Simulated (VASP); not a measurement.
Wanted: the native input for a VASP 6.6.1 run.

```yaml
Task: single point
Functional: revPBE
Potentials_or_basis: VASP PAW PBE potentials, release 64 (Cd)
Cutoff: 520 eV
k_mesh: 13 × 13 × 13
Occupations: fermi-dirac, width 0.1 eV
Spin: no spin polarisation
Dipole_correction: no
Further_INCAR_settings: ALGO = Normal; EDIFF = 1e-06; NBANDS = 12
```

The structure of Cd lies in POSCAR:

```
Cd
1.0
    0.0000000000      2.3480433219      2.3480433219
    2.3480433219      0.0000000000      2.3480433219
    2.3480433219      2.3480433219      0.0000000000
Cd
1
Direct
    0.0000000000      0.0000000000      0.0000000000
```

This cell differs from its parent crystal: volume scaled by 1.08.

These files were run (other wordings do the same):

INCAR

```
PREC = Accurate
ENCUT = 520
EDIFF = 1E-6
ISMEAR = -1
SIGMA = 0.1
LREAL = F
LASPH = T
NELM = 60
ALGO = Normal
ISIF = 2
LWAVE = F
LCHARG = F
GGA = RE
NBANDS = 12
```

KPOINTS

```
regular mesh
0
Gamma
  13 13 13
```

Potentials or basis: VASP PAW PBE potentials, release 64 (Cd).

Launch:

```sh
$ cat potpaw_PBE.64/Cd/POTCAR > POTCAR
$ mpirun -np 1 vasp_std > vasp.out
```

Results of the run:

```
Pressure               : -2.0 GPa
Band gap on the k mesh : zero (band 6 reaches 2.98 eV, above the bottom of band 7 at 0.65 eV)
```

Caveat: the PAW data sets were made with another functional, which shifts forces and pressure a little.

Run time: 14 s on 1 thread of Intel(R) Xeon(R) Platinum 8488C (Sapphire Rapids) (shared host), peak memory 0.16 GiB.
